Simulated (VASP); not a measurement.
# Ga8N7 (a cell with a defect) in VASP: further runs, part 2 of 2

VASP 6.6.1. Earlier steps stand in the parts before.

### Step 5. Single point, PBE, collinear spin (atoms taken out, then relaxed in part)

Input file INCAR:

```
SYSTEM = Ga8N7
PREC = Accurate ; ENCUT = 520
EDIFF = 1E-7 ; ISMEAR = 0
SIGMA = 0.01 ; LREAL = Auto
LASPH = .True. ; NELM = 150
ALGO = Normal ; ISIF = 2
LWAVE = .False. ; LCHARG = .False.
ISPIN = 2 ; MAGMOM = 0.25 0 0 0 0.25 0.25 0 0.25 0 0 0 0 0 0 0
LORBIT = 11 ; GGA = PE
NELECT = 137.0 ; NBANDS = 86
```

Input file KPOINTS:

```
Automatic mesh
0
Gamma
  1 1 1
  0 0 0
```

Input file POSCAR:

```
Ga8N7
1.0
    0.0000000000      0.0000000000      5.2431684095
    3.2183708159      5.5743817708      0.0000000000
   -6.4367416318      0.0000000000      0.0000000000
Ga N
8 7
Direct
    0.5113025350      0.1666666667      0.3333333333
    0.5000809309      0.1685589513      0.8342794757
    0.5000809309      0.6657205243      0.3314410487
    0.5000809309      0.6657205243      0.8342794757
    0.9986622559      0.3306445959      0.6612891917
    0.9986622559      0.3306445959      0.1693554041
    0.9981574813      0.8333333333      0.6666666667
    0.9986622559      0.8387108083      0.1693554041
    0.8726242174      0.1691873783      0.8345936891
    0.8726242174      0.6654063109      0.3308126217
    0.8726242174      0.6654063109      0.8345936891
    0.3772143139      0.3270614010      0.6541228020
    0.3772143139      0.3270614010      0.1729385990
    0.3689296930      0.8333333333      0.6666666667
    0.3772143139      0.8458771980      0.1729385990
```

Potentials or basis: VASP PAW PBE potentials, release 64 (Ga_d, N).

The run is started by

```console
cat potpaw_PBE.64/Ga_d/POTCAR potpaw_PBE.64/N/POTCAR > POTCAR
mpirun -np 1 vasp_gam > vasp.out
```

OUTCAR:

```text
SYSTEM = Ga8N7
   PREC = Accurate
   ENCUT = 520
   EDIFF = 1E-7
   ISMEAR = 0
   LREAL = Auto
   LASPH = .True.
   NELM = 150
   ISIF = 2
   ISPIN = 2
   LORBIT = 11
   GGA = PE
   NELECT = 137.0

 ion  position               nearest neighbor table
   1  0.511  0.167  0.333-  13 1.92  12 1.92  15 1.92
   2  0.500  0.169  0.834-   9 1.95  14 1.99  13 2.00  12 2.00
   3  0.500  0.666  0.331-  10 1.95  14 1.99  13 2.00  15 2.00
   4  0.500  0.666  0.834-  11 1.95  14 1.99  15 2.00  12 2.00
   5  0.999  0.331  0.661-   9 1.98  11 1.98  12 1.99
   6  0.999  0.331  0.169-   9 1.98  10 1.98  13 1.99
   7  0.998  0.833  0.667-  14 1.94  11 1.98  10 1.98   9 1.98
   8  0.999  0.839  0.169-  10 1.98  11 1.98  15 1.99
   9  0.873  0.169  0.835-   2 1.95   5 1.98   6 1.98   7 1.98
  10  0.873  0.665  0.331-   3 1.95   8 1.98   6 1.98   7 1.98
  11  0.873  0.665  0.835-   4 1.95   8 1.98   5 1.98   7 1.98
  12  0.377  0.327  0.654-   1 1.92   5 1.99   4 2.00   2 2.00
  13  0.377  0.327  0.173-   1 1.92   6 1.99   2 2.00   3 2.00
[... 429 lines left out ...]
  energy  without entropy=      -96.0754126274  energy(sigma->0) =      -96.07823358

 total charge

# of ion       s       p       d       tot
------------------------------------------
    1        0.746   0.809  10.120  11.675
    2        0.736   0.802  10.127  11.665
    3        0.736   0.802  10.127  11.665
    4        0.736   0.802  10.127  11.665
    5        0.827   0.697  10.062  11.586
    6        0.827   0.697  10.062  11.586
    7        0.735   0.813  10.137  11.685
    8        0.827   0.697  10.062  11.586
    9        1.224   2.446   0.000   3.670
   10        1.224   2.446   0.000   3.670
   11        1.224   2.446   0.000   3.670
   12        1.211   2.469   0.000   3.680
   13        1.211   2.469   0.000   3.680
   14        1.201   2.469   0.000   3.670
   15        1.211   2.469   0.000   3.680
--------------------------------------------------
tot         14.680  23.331  80.822 118.834

 magnetization (x)

# of ion       s       p       d       tot
------------------------------------------
    1       -0.004  -0.004   0.011   0.003
    2       -0.007   0.004   0.020   0.017
    3       -0.007   0.004   0.020   0.017
    4       -0.007   0.004   0.020   0.017
    5       -0.002  -0.000   0.004   0.002
    6       -0.002  -0.000   0.004   0.002
    7       -0.005   0.001   0.015   0.011
    8       -0.002  -0.000   0.004   0.002
    9        0.002   0.061   0.000   0.062
   10        0.002   0.061   0.000   0.062
   11        0.002   0.061   0.000   0.062
   12        0.003   0.102   0.000   0.105
   13        0.003   0.102   0.000   0.105
   14        0.008   0.225   0.000   0.233
   15        0.003   0.102   0.000   0.105
--------------------------------------------------
tot         -0.013   0.721   0.098   0.806
```

OSZICAR:

```text
N       E                     dE             d eps       ncg     rms          rms(c)
DAV:   1     0.227603171798E+04    0.22760E+04   -0.61849E+04   412   0.343E+03
DAV:   2     0.523793131469E+03   -0.17522E+04   -0.16498E+04   344   0.962E+02
[... 11 lines left out ...]
DAV:  14    -0.960810282346E+02   -0.28627E-04   -0.29738E-04   544   0.157E-01    0.191E-02
DAV:  15    -0.960810466861E+02   -0.18451E-04   -0.10782E-04   424   0.745E-02    0.167E-02
DAV:  16    -0.960810526658E+02   -0.59797E-05   -0.19251E-05   448   0.447E-02    0.130E-02
DAV:  17    -0.960810542897E+02   -0.16239E-05   -0.69469E-06   424   0.270E-02    0.731E-03
DAV:  18    -0.960810545595E+02   -0.26977E-06   -0.52378E-06   424   0.157E-02    0.329E-03
DAV:  19    -0.960810545232E+02    0.36242E-07   -0.61991E-07   344   0.834E-03
   1 F= -.96081055E+02 E0= -.96078234E+02  d E =-.564190E-02  mag=     1.0000
```

stdout:

```text
POSCAR found type information on POSCAR GaN
 POSCAR found :  2 types and      15 ions
 scaLAPACK will be used
 LDA part: xc-table for (Slater+PW92), standard interpolation
 POSCAR, INCAR and KPOINTS ok, starting setup
 FFT: planning ... GRIDC
 FFT: planning ... GRID_SOFT
 FFT: planning ... GRID
 WAVECAR not read
 entering main loop
 the old and the new charge density differ
 old charge density:   139.00000 new  136.99999
    0.210E+01
```

Run time: 4.2 min. Hardware: 1 thread of Intel Xeon 8259CL, shared host; peak memory 0.34 GiB.

What came out:

* Free energy: -96.0811 eV
* Largest force: 0.018 eV/Å
* Net moment: 1.00 μB per cell
* Site moments: Ga +0.00, +0.02, +0.01 (each value once); N +0.06, +0.10, +0.23 (each value once) μB
* Valence electrons inside the program's atomic spheres: Ga 11.68, 11.66, 11.59, 11.69 (each value once); N 3.67, 3.68 (each value once)

Forces on the atoms (eV/Å):
```
Ga   0.000  0.000  0.005
Ga   0.000 -0.006  0.002
Ga  -0.005  0.003  0.002
Ga   0.005  0.003  0.002
Ga   0.005 -0.003 -0.012
Ga  -0.005 -0.003 -0.012
Ga   0.000  0.000  0.013
Ga   0.000  0.006 -0.012
N    0.000  0.018 -0.003
N    0.015 -0.009 -0.003
N   -0.015 -0.009 -0.003
N    0.006 -0.003  0.013
N   -0.006 -0.003  0.013
N    0.000  0.000 -0.017
N    0.000  0.007  0.013
```

Levels at points of the mesh, in eV from the Fermi level:
Spin up:
| k point | band 67 | band 68 | band 69 | band 70 | band 71 | band 72 |
| --- | --- | --- | --- | --- | --- | --- |
| (0.00, 0.00, 0.00) | -0.82 | -0.33 | -0.33 | 2.82 | 3.37 | 4.07 |
Spin down:
| k point | band 64 | band 65 | band 66 | band 67 | band 68 | band 69 | band 70 | band 71 |
| --- | --- | --- | --- | --- | --- | --- | --- | --- |
| (0.00, 0.00, 0.00) | -0.77 | -0.77 | -0.74 | -0.73 | 0.00 | 0.00 | 2.89 | 3.40 |

Caveat: the k points lie up to 1.20 Å⁻¹ apart; the cell carries a net charge on a neutralising background, which shifts energy and pressure; the cell differs from its parent crystal (atoms taken out, then relaxed in part); the cell is charged against a uniform background, so pressure and absolute levels hang on convention.

### Step 6. Relaxation of the atoms, PBE (atoms taken out)

Input file INCAR:

```
ALGO     = Normal         # electronic algorithm
EDIFF    = 1E-7           # SCF threshold, eV
EDIFFG   = -0.025         # ionic threshold
ENCUT    = 520            # plane-wave cutoff, eV
GGA      = PE             # functional
IBRION   = 2              # ionic algorithm
ISIF     = 2              # what is computed and relaxed
ISMEAR   = 0              # smearing method
LASPH    = True           # aspherical terms in the spheres
LCHARG   = False          # write CHGCAR
LREAL    = Auto         
LWAVE    = False          # write WAVECAR
NELECT   = 138.0        
NELM     = 60             # most SCF steps
NSW      = 65             # ionic steps
PREC     = Accurate       # precision mode
SIGMA    = 0.01           # smearing width, eV
```

Input file KPOINTS:

```
k-points
0
Gamma
  1 1 1
```

Input file POSCAR:

```
Ga8N7
1.0
    0.0000000000      0.0000000000      5.2431684095
    3.2183708159      5.5743817708      0.0000000000
   -6.4367416318     -0.0000000001      0.0000000000
Ga N
8 7
Direct
    0.5186865348      0.1666666667      0.3333333333
    0.4900468379      0.1649134100      0.8324567050
    0.4900468379      0.6675432950      0.3350865900
    0.4900468379      0.6675432950      0.8324567050
    1.0082200635      0.3366474413      0.6732948826
    1.0082200635      0.3366474413      0.1633525587
    0.9910269949      0.8333333333      0.6666666667
    1.0082200635      0.8267051174      0.1633525587
    0.8679006732      0.1693500298      0.8346750149
    0.8679006732      0.6653249851      0.3306499702
    0.8679006732      0.6653249851      0.8346750149
    0.3846441345      0.3270303802      0.6540607604
    0.3846441345      0.3270303802      0.1729696198
    0.3619862063      0.8333333333      0.6666666667
    0.3846441345      0.8459392396      0.1729696198
```

Potentials or basis: VASP PAW PBE potentials, release 64 (Ga_d, N).

The run is started by

```console
cat potpaw_PBE.64/Ga_d/POTCAR potpaw_PBE.64/N/POTCAR > POTCAR
mpirun -np 1 vasp_gam > vasp.out
```

Run time: 13 min. Hardware: 1 thread of Intel Xeon 8259CL, shared host; peak memory 0.29 GiB.

The run converged. Its results:

- Free energy: -91.4986 eV
- Energy gained by relaxing: 9.2 meV/atom
- Ionic steps: 10
- Largest force after relaxing: 0.010 eV/Å

Forces in eV/Å, atoms in the order of the input:
```
Ga   0.000  0.000 -0.010
Ga   0.000  0.004  0.002
Ga   0.004 -0.002  0.002
Ga  -0.004 -0.002  0.002
Ga   0.005 -0.003  0.004
Ga  -0.005 -0.003  0.004
Ga   0.000  0.000 -0.002
Ga   0.000  0.006  0.004
N    0.000  0.003 -0.001
N    0.002 -0.001 -0.001
N   -0.002 -0.001 -0.001
N   -0.007  0.004  0.003
N    0.007  0.004  0.003
N    0.000  0.000 -0.010
N    0.000 -0.008  0.003
```

Step by step:
```
step  energy change (eV)  largest force (eV/Å)  pressure (GPa)
   1              0.0000                0.8082          -10.72
   2             -0.0937                0.2868          -11.49
   3             -0.1064                0.4447          -11.89
   4             -0.1248                0.2168          -11.86
   5             -0.1257                0.1586          -11.85
   6             -0.1331                0.0915          -11.70
   7             -0.1355                0.1383          -11.54
   8             -0.1370                0.0499          -11.42
   9             -0.1372                0.0289          -11.45
  10             -0.1373                0.0100          -11.42
```

Final structure:
```
Ga N
1.0
     0.00000    0.00000    5.24317
     3.21837    5.57438    0.00000
    -6.43674    0.00000    0.00000
Ga N
8 7
Direct
  0.50502 0.16667 0.33333
  0.49578 0.16477 0.83238
  0.49578 0.66762 0.33523
  0.49578 0.66762 0.83238
  0.99954 0.33202 0.66403
  0.99954 0.33202 0.16798
  0.00181 0.83333 0.66667
  0.99954 0.83597 0.16798
  0.87382 0.16884 0.83442
  0.87382 0.66558 0.33116
  0.87382 0.66558 0.83442
  0.37828 0.32782 0.65563
  0.37828 0.32782 0.17218
  0.37506 0.83333 0.66667
  0.37828 0.84436 0.17218
```

Levels at points of the mesh, in eV from the Fermi level:
```tsv
k point	band 67	band 68	band 69	band 70	band 71	band 72
(0.00, 0.00, 0.00)	-0.74	-0.08	-0.08	2.75	3.25	3.96
```

Caveat: the k points lie up to 1.20 Å⁻¹ apart; the cell carries a net charge on a neutralising background, which shifts energy and pressure; the cell differs from its parent crystal (atoms taken out); the cell is charged against a uniform background, so pressure and absolute levels hang on convention.
